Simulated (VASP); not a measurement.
## Sc3Al: single point with PBEsol

Crystal: Sc3Al.

```
Sc Al
1.0
     4.38203    0.00000    0.00000
     0.00000    4.38203    0.00000
     0.00000    0.00000    4.38203
Sc Al
3 1
Cartesian
  2.1910 0.0000 2.1910
  0.0000 2.1910 2.1910
  2.1910 2.1910 0.0000
  0.0000 0.0000 0.0000
```

```
Program             : VASP 6.6.1
Task                : single point
Functional          : PBEsol
Potentials or basis : VASP PAW PBE potentials, release 64 (Sc_sv, Al)
Cutoff              : 520 eV
k mesh              : 10 × 10 × 10
Occupations         : fermi-dirac, width 0.15 eV
Spin                : no spin polarisation
```

```yaml
Pressure: 0.1 GPa
Band_gap_on_the_k_mesh: zero (band 18 reaches 5.06 eV, above the bottom of band 19 at 3.71 eV)
```

Levels at points of the mesh, in eV from the Fermi level:
```
           k point  band 16  band 17  band 18  band 19  band 20  band 21
(0.00, 0.00, 0.00)    -1.03    -0.40    -0.40    -0.40     0.72     0.72
(0.50, 0.00, 0.00)    -0.78    -0.78     0.13     0.20     0.94     0.94
(0.50, 0.50, 0.00)    -1.43    -0.93     0.27     0.52     0.52     1.17
(0.50, 0.50, 0.50)    -1.47    -1.08    -1.08    -1.08     0.57     1.49
```

Wall time 2.8 min on 1 thread of Intel(R) Xeon(R) Platinum 8375C CPU @ 2.90GHz (Ice Lake), with other jobs on the host, peak memory 0.26 GiB.

Caveat: the PAW data sets were made with another functional, which shifts forces and pressure a little.
